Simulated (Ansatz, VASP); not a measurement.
## Two plane-wave programs on In2S

```
In S
1.0
     3.94543    0.00000    0.00000
     0.00000    3.94543    0.00000
     0.00000    0.00000    5.44247
In S
2 1
Cartesian
  1.9727 0.0000 3.6022
  0.0000 1.9727 1.8403
  0.0000 0.0000 0.0000
```

Alike in both runs: task single point; functional r2SCAN; k mesh 12 × 12 × 8; occupations gaussian, width 0.1 eV; no spin polarisation.

|  | VASP | Ansatz |
| --- | --- | --- |
| version | VASP 6.6.1 | Ansatz 0.2.0 |
| potentials or method | VASP PAW PBE potentials, release 64 (In_d, S), cutoff 520 eV | scalar-relativistic, plane waves, PAW |
| valence electrons in the cell | 32 | 32 |

|  | VASP | Ansatz | Ansatz less VASP |
| --- | --- | --- | --- |
| gap on the k mesh at the Fermi level (eV) | none | none | - |
| pressure (GPa) | -1.6 | -1.5 | +0.10 |
| traceless stress, the component that is largest in VASP (GPa) | -0.03 | -0.06 | -0.029 |
| rms of the force components (eV/Å) | 0.000 | 0.009 | +0.0090 |

VASP's potentials were made for PBE, not for r2SCAN. Atom by atom the forces differ by 0.009 eV/Å (rms over components). A gap of «none» marks a metal or a gap that the smearing closes.
